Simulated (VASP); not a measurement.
# Fe (Im-3m) in VASP: a series of runs

Fe is run at these levels: PBE; tasks: electric field gradients.

All numbers are computed with VASP 6.6.1; they aren't measurements. Logs are shortened: lines on timing, memory, paths and dates and some standing lists are left out, and cuts for length are marked.

### Step 1. The cell of the first run

Symmetry: Im-3m, No. 229, cubic system. Conventional cell: a = 2.831 Å, b = 2.831 Å, c = 2.831 Å, α = 90.00°, β = 90.00°, γ = 90.00°. Within 3.2 Å of Fe (site symmetry m-3m) lie 14 Fe at 2.45 to 2.83 Å.

### Step 2. Electric field gradients, PBE, collinear spin, ferromagnetic start

INCAR reads:

```
ALGO = Normal
EDIFF = 1E-8
ENCUT = 520
GGA = PE
ISIF = 2
ISMEAR = 0
ISPIN = 2
LASPH = T
LCHARG = F
LEFG = T
LMAXMIX = 4
LORBIT = 11
LREAL = F
LWAVE = F
MAGMOM = 2.43
NBANDS = 14
NELM = 150
PREC = Accurate
SIGMA = 0.05
```

KPOINTS reads:

```
k-points
0
Gamma
  22 22 22
```

POSCAR reads:

```
Fe
1.0
   -1.4155932657      1.4155932657      1.4155932657
    1.4155932657     -1.4155932657      1.4155932657
    1.4155932657      1.4155932657     -1.4155932657
Fe
1
Direct
    0.0000000000      0.0000000000      0.0000000000
```

Potentials or basis: VASP PAW PBE potentials, release 64 (Fe).

Run with:

```console
> cat potpaw_PBE.64/Fe/POTCAR > POTCAR
> mpirun -np 1 vasp_std > vasp.out
```

OUTCAR:

```text
EDIFF = 1E-8
   ENCUT = 520
   GGA = PE
   ISIF = 2
   ISMEAR = 0
   ISPIN = 2
   LASPH = T
   LORBIT = 11
   LREAL = F
   NELM = 150
   PREC = Accurate

 ion  position               nearest neighbor table
   1  0.000  0.000  0.000-

  LATTYP: Found a body centered cubic cell.
 ALAT       =     2.8311865314

  Lattice vectors:

 A1 = (  -1.4155932657,   1.4155932657,   1.4155932657)
 A2 = (   1.4155932657,  -1.4155932657,   1.4155932657)
 A3 = (   1.4155932657,   1.4155932657,  -1.4155932657)

Analysis of symmetry for initial positions (statically):
=====================================================================
 Subroutine PRICEL returns:
 Original cell was already a primitive cell.

 Routine SETGRP: Setting up the symmetry group for a
 body centered cubic supercell.

 Subroutine GETGRP returns: Found 48 space group operations
 (whereof 48 operations were pure point group operations)
 out of a pool of 48 trial point group operations.

The static configuration has the point symmetry O_h .

Analysis of symmetry for dynamics (positions and initial velocities):
=====================================================================
 Subroutine PRICEL returns:
 Original cell was already a primitive cell.

 Routine SETGRP: Setting up the symmetry group for a
 body centered cubic supercell.

 Subroutine GETGRP returns: Found 48 space group operations
 (whereof 48 operations were pure point group operations)
 out of a pool of 48 trial point group operations.

The dynamic configuration has the point symmetry O_h .

Analysis of structural, dynamic, and magnetic symmetry:
=====================================================================
 Subroutine PRICEL returns:
 Original cell was already a primitive cell.

 Routine SETGRP: Setting up the symmetry group for a
 body centered cubic supercell.

 Subroutine GETGRP returns: Found 48 space group operations
 (whereof 48 operations were pure point group operations)
 out of a pool of 48 trial point group operations.

The overall configuration has the point symmetry O_h .

 Subroutine INISYM returns: Found 48 space group operations
 (whereof 48 operations are pure point group operations),
 and found     1 'primitive' translations
[... 554 lines left out ...]
     12      36.2194      0.00000
     13      40.1772      0.00000
     14      40.3347      0.00000

 [... further k-points ...]

 spin component 2

 k-point     1 :       0.0000    0.0000    0.0000
  band No.  band energies     occupation
      1      -2.4349      1.00000
      2       5.4222      1.00000
      3       5.4223      1.00000
      4       5.4223      1.00000
      5       7.4876      0.00000
      6       7.4878      0.00000
      7      30.6221      0.00000
      8      30.6221      0.00000
      9      30.6221      0.00000
     10      36.1635      0.00000
     11      36.1635      0.00000
     12      38.9203      0.00000
     13      38.9203      0.00000
     14      38.9203      0.00000
[... 379 lines left out ...]
      3       5.1385      1.00000
      4       6.3626      0.00000
      5       7.1004      0.00000
      6       7.5809      0.00000
      7      25.2852      0.00000
      8      26.9073      0.00000
      9      31.0063      0.00000
     10      31.4478      0.00000
     11      35.1765      0.00000
     12      36.7912      0.00000
     13      40.5745      0.00000
     14      40.7208      0.00000

 [... further k-points ...]

------------------------ aborting loop because EDIFF is reached ----------------------------------------

  FORCE on cell =-STRESS in cart. coord.  units (eV):
  Direction    XX          YY          ZZ          XY          YZ          ZX
  --------------------------------------------------------------------------------------
  -------------------------------------------------------------------------------------
  Total       -0.0210950     -0.0210950     -0.0210950     -0.0000000     -0.0000000      0.0000000
  in kB       -2.9786106     -2.9786106     -2.9786106     -0.0000000     -0.0000000      0.0000000
  external PRESSURE =      -2.9786106 kB  Pullay stress =       0.0000000 kB

 VOLUME and BASIS-vectors are now :
 -----------------------------------------------------------------------------
  energy-cutoff  :      520.00
  volume of cell :       11.35
      direct lattice vectors                 reciprocal lattice vectors
    -1.415593266  1.415593266  1.415593266     0.000000000  0.353208801  0.353208801
     1.415593266 -1.415593266  1.415593266     0.353208801  0.000000000  0.353208801
     1.415593266  1.415593266 -1.415593266     0.353208801  0.353208801  0.000000000

 POSITION                                       TOTAL-FORCE (eV/Angst)
 -----------------------------------------------------------------------------------
      0.00000      0.00000      0.00000         0.000000      0.000000     -0.000000
 -----------------------------------------------------------------------------------
    total drift:                                0.000000      0.000000      0.000000

  FREE ENERGIE OF THE ION-ELECTRON SYSTEM (eV)
  ---------------------------------------------------
  free  energy   TOTEN  =        -8.2432797632 eV

  energy  without entropy=       -8.2422082502  energy(sigma->0) =       -8.24274401

 Electric field gradients (V/A^2)
---------------------------------------------------------------------
 ion       V_xx      V_yy      V_zz      V_xy      V_xz      V_yz
---------------------------------------------------------------------
   1       0.000    -0.000    -0.000     0.001     0.001     0.001
---------------------------------------------------------------------

 Electric field gradients after diagonalization (V/A^2)
 (convention: |V_zz| > |V_xx| > |V_yy|)
----------------------------------------------------------------------
 ion       V_xx      V_yy      V_zz     asymmetry (V_yy - V_xx)/ V_zz
----------------------------------------------------------------------
   1      -0.001    -0.001     0.002       0.000
----------------------------------------------------------------------

           NMR quadrupolar parameters

 Cq : quadrupolar parameter    Cq=e*Q*V_zz/h
 eta: asymmetry parameters     (V_yy - V_xx)/ V_zz
 Q  : nuclear electric quadrupole moment in mb (millibarn)
----------------------------------------------------------------------
 ion       Cq(MHz)       eta       Q (mb)
----------------------------------------------------------------------
   1       0.000       0.000       1.000
----------------------------------------------------------------------

 total charge

# of ion       s       p       d       tot
------------------------------------------
    1        0.488   0.542   6.240   7.270

 magnetization (x)

# of ion       s       p       d       tot
------------------------------------------
    1       -0.013  -0.054   2.239   2.173
```

OSZICAR:

```text
N       E                     dE             d eps       ncg     rms          rms(c)
DAV:   1     0.214225622023E+02    0.21423E+02   -0.38356E+03 20106   0.698E+02
DAV:   2    -0.833520118039E+01   -0.29758E+02   -0.27461E+02 20042   0.128E+02
DAV:   3    -0.925209341060E+01   -0.91689E+00   -0.90853E+00 22202   0.232E+01
DAV:   4    -0.925507885591E+01   -0.29854E-02   -0.29852E-02 21236   0.120E+00
DAV:   5    -0.925509274543E+01   -0.13890E-04   -0.13890E-04 22478   0.839E-02    0.114E+01
DAV:   6    -0.832833465525E+01    0.92676E+00   -0.10304E+01 23312   0.372E+01    0.548E+00
DAV:   7    -0.825721328952E+01    0.71121E-01   -0.66641E-01 22790   0.911E+00    0.331E+00
DAV:   8    -0.825049421752E+01    0.67191E-02   -0.88876E-03 22080   0.543E-01    0.141E+00
DAV:   9    -0.824319326850E+01    0.73009E-02   -0.69558E-03 24838   0.401E-01    0.335E-01
DAV:  10    -0.824328458865E+01   -0.91320E-04   -0.11741E-03 20848   0.292E-01    0.123E-01
DAV:  11    -0.824327890182E+01    0.56868E-05   -0.12431E-04 21764   0.105E-01    0.455E-02
DAV:  12    -0.824327916595E+01   -0.26413E-06   -0.49006E-06 22220   0.258E-02    0.176E-02
DAV:  13    -0.824327947186E+01   -0.30591E-06   -0.11712E-06 22560   0.676E-03    0.436E-03
DAV:  14    -0.824327969600E+01   -0.22414E-06   -0.41596E-08 21746   0.198E-03    0.118E-03
DAV:  15    -0.824327975044E+01   -0.54443E-07   -0.44013E-09 11860   0.522E-04    0.313E-04
DAV:  16    -0.824327976276E+01   -0.12325E-07   -0.72058E-10 10102   0.257E-04    0.172E-04
DAV:  17    -0.824327976320E+01   -0.43224E-09   -0.46224E-10  9694   0.169E-04
   1 F= -.82432798E+01 E0= -.82427440E+01  d E =-.107151E-02  mag=     2.1765
```

Run time: 1.7 min. Hardware: 1 thread of Intel Xeon 8259CL, shared host; peak memory 0.19 GiB.

Results:

| Property | Result |
| --- | --- |
| Free energy | -8.2433 eV |
| Pressure | -0.3 GPa |
| Net moment | 2.18 μB per cell |
| Site moments | Fe +2.17 μB |
| Largest electric field gradient by atom | zero within the noise of the run |
| Valence electrons inside the program's atomic spheres | Fe 7.27 |

Levels at points of the mesh, in eV from the Fermi level:
Spin up:
```csv
k point,band 3,band 4,band 5,band 6,band 7,band 8
"(0.00, 0.00, 0.00)",-2.28,-2.28,-1.08,-1.08,25.05,25.05
"(0.50, 0.00, 0.00)",-1.01,-0.89,0.41,0.53,7.38,18.39
"(0.50, 0.50, 0.50)",0.14,0.14,0.14,9.96,9.96,9.96
```
Spin down:
| k point | band 1 | band 2 | band 3 | band 4 | band 5 | band 6 |
| --- | --- | --- | --- | --- | --- | --- |
| (0.00, 0.00, 0.00) | -8.25 | -0.40 | -0.40 | -0.40 | 1.67 | 1.67 |
| (0.50, 0.00, 0.00) | -3.64 | -1.68 | 0.65 | 1.52 | 1.92 | 2.60 |
| (0.50, 0.50, 0.50) | -3.02 | -3.02 | 2.30 | 2.30 | 2.30 | 10.23 |

### Step 3. Electric field gradients, PBE, collinear spin, ferromagnetic start

This run uses another cell than the first one, of 12.02 Å³/atom.

INCAR reads:

```
SYSTEM = Fe
  ALGO = Normal
  EDIFF = 1E-8
  ENCUT = 520
  GGA = PE
  ISIF = 2
  ISMEAR = 0
  ISPIN = 2
  LASPH = .True.
  LCHARG = .False.
  LEFG = .True.
  LMAXMIX = 4
  LORBIT = 11
  LREAL = .False.
  LWAVE = .False.
  MAGMOM = 2.43
  NBANDS = 14
  NELM = 150
  PREC = Accurate
  SIGMA = 0.05
```

KPOINTS reads:

```
k-points
0
Gamma
  22 22 22
  0 0 0
```

POSCAR reads:

```
Fe
1.0
   -1.4430000000      1.4430000000      1.4430000000
    1.4430000000     -1.4430000000      1.4430000000
    1.4430000000      1.4430000000     -1.4430000000
Fe
1
Direct
    0.0000000000      0.0000000000      0.0000000000
```

Potentials or basis: VASP PAW PBE potentials, release 64 (Fe).

Run with:

```console
> cat potpaw_PBE.64/Fe/POTCAR > POTCAR
> mpirun -np 1 vasp_std > vasp.out
```

OUTCAR:

```text
SYSTEM = Fe
   EDIFF = 1E-8
   ENCUT = 520
   GGA = PE
   ISIF = 2
   ISMEAR = 0
   ISPIN = 2
   LASPH = .True.
   LORBIT = 11
   LREAL = .False.
   NELM = 150
   PREC = Accurate

 ion  position               nearest neighbor table
   1  0.000  0.000  0.000-

  LATTYP: Found a body centered cubic cell.
 ALAT       =     2.8860000000

  Lattice vectors:

 A1 = (  -1.4430000000,   1.4430000000,   1.4430000000)
 A2 = (   1.4430000000,  -1.4430000000,   1.4430000000)
[... 1049 lines left out ...]

 Electric field gradients (V/A^2)
---------------------------------------------------------------------
 ion       V_xx      V_yy      V_zz      V_xy      V_xz      V_yz
---------------------------------------------------------------------
   1      -0.000    -0.000     0.000    -0.002    -0.002    -0.002
---------------------------------------------------------------------

 Electric field gradients after diagonalization (V/A^2)
 (convention: |V_zz| > |V_xx| > |V_yy|)
----------------------------------------------------------------------
 ion       V_xx      V_yy      V_zz     asymmetry (V_yy - V_xx)/ V_zz
----------------------------------------------------------------------
   1       0.002     0.002    -0.003       0.000
----------------------------------------------------------------------

           NMR quadrupolar parameters

 Cq : quadrupolar parameter    Cq=e*Q*V_zz/h
 eta: asymmetry parameters     (V_yy - V_xx)/ V_zz
 Q  : nuclear electric quadrupole moment in mb (millibarn)
----------------------------------------------------------------------
 ion       Cq(MHz)       eta       Q (mb)
----------------------------------------------------------------------
   1      -0.000       0.000       1.000
----------------------------------------------------------------------

 total charge

# of ion       s       p       d       tot
------------------------------------------
    1        0.464   0.491   6.203   7.158

 magnetization (x)

# of ion       s       p       d       tot
------------------------------------------
    1       -0.014  -0.053   2.370   2.304
```

stdout:

```text
POSCAR found type information on POSCAR Fe
 POSCAR found :  1 types and       1 ions
 scaLAPACK will be used
 LDA part: xc-table for (Slater+PW92), standard interpolation
 POSCAR, INCAR and KPOINTS ok, starting setup
 FFT: planning ... GRIDC
 FFT: planning ... GRID_SOFT
 FFT: planning ... GRID
 WAVECAR not read
 entering main loop
ion   1
```

Wall time 2.3 min (1 thread of Intel Xeon 8259CL, shared host); peak memory 0.2 GiB.

Results:

* Free energy: -8.2216 eV
* Pressure: -9.2 GPa
* Net moment: 2.30 μB per cell
* Site moments: Fe +2.30 μB
* Largest electric field gradient by atom: zero within the noise of the run
* Valence electrons inside the program's atomic spheres: Fe 7.16

Caveat: the cell stands under tension.
